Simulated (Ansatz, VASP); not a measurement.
Two plane-wave programs on In

INCAR

```
PREC = Accurate ; ENCUT = 520
EDIFF = 1E-6 ; ISMEAR = 0
SIGMA = 0.1 ; LREAL = False
LASPH = True ; NELM = 80
ALGO = Normal ; ISIF = 2
LWAVE = False ; LCHARG = False
GGA = PE ; NBANDS = 48
```

File KPOINTS:

```
regular mesh
0
Gamma
  4 4 2
```

The input POSCAR:

```
In
1.0
    3.7525304600      0.0000000000      0.0000000000
    0.0000000000      3.7525304600      0.0000000000
    0.0000000000      0.0000000000     11.1772456300
In
6
Direct
    0.0000000000      0.0000000000      0.8261659700
    0.0000000000      0.0000000000      0.1738340300
    0.0000000000      0.0000000000      0.5000000000
    0.5000000000      0.5000000000      0.0000000000
    0.5000000000      0.5000000000      0.3319490000
    0.5000000000      0.5000000000      0.6680510000
```

Input for Ansatz:

```yaml
crystal:
  lattice:
    - [3.75253046, 0.0, 0.0]
    - [0.0, 3.75253046, 0.0]
    - [0.0, 0.0, 11.17724563]
  atoms:
    - { symbol: In, position: [0.0, 0.0, 0.82616597] }
    - { symbol: In, position: [0.0, 0.0, 0.17383403] }
    - { symbol: In, position: [0.0, 0.0, 0.5] }
    - { symbol: In, position: [0.5, 0.5, 0.0] }
    - { symbol: In, position: [0.5, 0.5, 0.331949] }
    - { symbol: In, position: [0.5, 0.5, 0.668051] }
basis:
  ecutwfc: 420
kpoints:
  mp_grid: { grid: [4, 4, 2] }
hamiltonian:
  xc: pbe
scf:
  occupations: { method: gaussian, width: 0.1 }
  lower_state_search: "off"
output:
  forces: true
  stress: true
  eigenvalues: true
```

Alike in both runs: task single point; functional PBE; k mesh 4 × 4 × 2; occupations gaussian, width 0.1 eV; no spin polarisation.

```csv
,VASP,Ansatz
version,VASP 6.6.1,Ansatz 0.2.0
potentials or method,"VASP PAW PBE potentials, release 64 (In_d), cutoff 520 eV","scalar-relativistic, plane waves, PAW"
valence electrons in the cell,78,78
```

|  | VASP | Ansatz | Ansatz less VASP |
| --- | --- | --- | --- |
| gap on the k mesh at the Fermi level (eV) | none | none | - |
| pressure (GPa) | 1.8 | 1.8 | +0.04 |
| traceless stress, the component that is largest in VASP (GPa) | 2.66 | 2.66 | +0.001 |
| rms of the force components (eV/Å) | 0.100 | 0.100 | -0.0001 |

Atom by atom the forces differ by 0.000 eV/Å (rms over components). A gap of «none» marks a metal or a gap that the smearing closes.

The k mesh is coarse, so the values compare programs but aren't converged.
